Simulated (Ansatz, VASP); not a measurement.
Two plane-wave programs on Bi

The input POSCAR:

```
Bi
1.0
    3.9169190000      0.0000000000      0.0000000000
   -1.9584600000      3.3921540000      0.0000000000
    0.0000000000      0.0000000000      6.2176060000
Bi
2
Direct
    0.3333000000      0.6667000000      0.2500000000
    0.6666000000      0.3333000000      0.7500000000
```

File INCAR.step1:

```
SYSTEM = Bi
PREC = Accurate
ENCUT = 520
ISMEAR = 1
SIGMA = 0.1301
LREAL = .False.
LASPH = .True.
NELM = 60
NBANDS = 22
GGA = PE
ALGO = Normal
EDIFF = 1E-4
LWAVE = .True.
LCHARG = .False.
```

File INCAR.step2:

```
SYSTEM = Bi
PREC = Accurate
ENCUT = 520
EDIFF = 1E-7
ISMEAR = 1
SIGMA = 0.1301
LREAL = .False.
LASPH = .True.
NELM = 60
ALGO = Normal
ISIF = 2
LWAVE = .False.
LCHARG = .False.
METAGGA = R2SCAN
LMIXTAU = .True.
NBANDS = 22
ISTART = 1
```

File KPOINTS:

```
Automatic mesh
0
Gamma
  10 10 6
  0 0 0
```

Input for Ansatz:

```yaml
crystal:
  lattice:
    - [3.916919, 0.0, 0.0]
    - [-1.95846, 3.392154, 0.0]
    - [0.0, 0.0, 6.217606]
  atoms:
    - { symbol: Bi, position: [0.3333, 0.6667, 0.25] }
    - { symbol: Bi, position: [0.6666, 0.3333, 0.75] }
  symmetry: { tolerance: 0.0003 }
kpoints:
  mp_grid: { grid: [10, 10, 6], shift: [0, 0, 0] }
  band_path:
    path:
      - [0.0, 0.0, 0.0]
      - [0.49999985, 1.9e-07, 0.0]
      - [0.33333324, 0.33333363, 0.0]
      - [0.0, 0.0, 0.0]
      - [0.0, 0.0, 0.5]
      - [0.49999985, 1.9e-07, 0.5]
      - [0.33333324, 0.33333363, 0.5]
      - [0.0, 0.0, 0.5]
      - [0.49999985, 1.9e-07, 0.5]
      - [0.49999985, 1.9e-07, 0.0]
      - [0.33333324, 0.33333363, 0.5]
    npoints: 6
magnetization:
  spin_polarized: false
scf:
  occupations: { method: methfessel_paxton, width: 0.1301 }
  lower_state_search: "off"
  max_iter: 200
hamiltonian:
  pseudopotentials: { kind: paw }
  xc: r2scan
basis:
  ecutwfc: 500
  fft_grid_basis: typed
output:
  forces: true
  stress: true
  eigenvalues: true
  bader: true
  populations: true
  elf: true
  write_potential: true
  volumetric_format: npy
  dos:
    e_range: [-12, 8]
    de: 0.05
    projected: { site_lists: { Bi: [Bi] } }
checkpoint:
  read: saved_state
```

Alike in both runs: task single point; functional r2SCAN; k mesh 10 × 10 × 6; occupations methfessel-paxton of order 1, width 0.1301 eV; no spin polarisation.

|  | VASP | Ansatz |
| --- | --- | --- |
| version | VASP 6.6.1 | Ansatz 0.2.0 |
| potentials or method | VASP PAW PBE potentials, release 64 (Bi_d), cutoff 520 eV | PAW plane waves |
| valence electrons in the cell | 30 | 30 |

VASP gave:

| Item | Value |
| --- | --- |
| pressure (GPa) | -8.3 |
| traceless stress, the component that is largest in VASP (GPa) | 0.86 |

Problem. What did Ansatz give for the same quantities?

Solution. Pressure (GPa): -8.2; traceless stress, the component that is largest in VASP (GPa): 0.86.

VASP's potentials were made for PBE, not for r2SCAN. With one functional, cell and mesh, what is left measures potentials, basis and numerics. Ansatz's warnings: structure snapped to symmetry.

Neither program's run includes spin-orbit coupling.
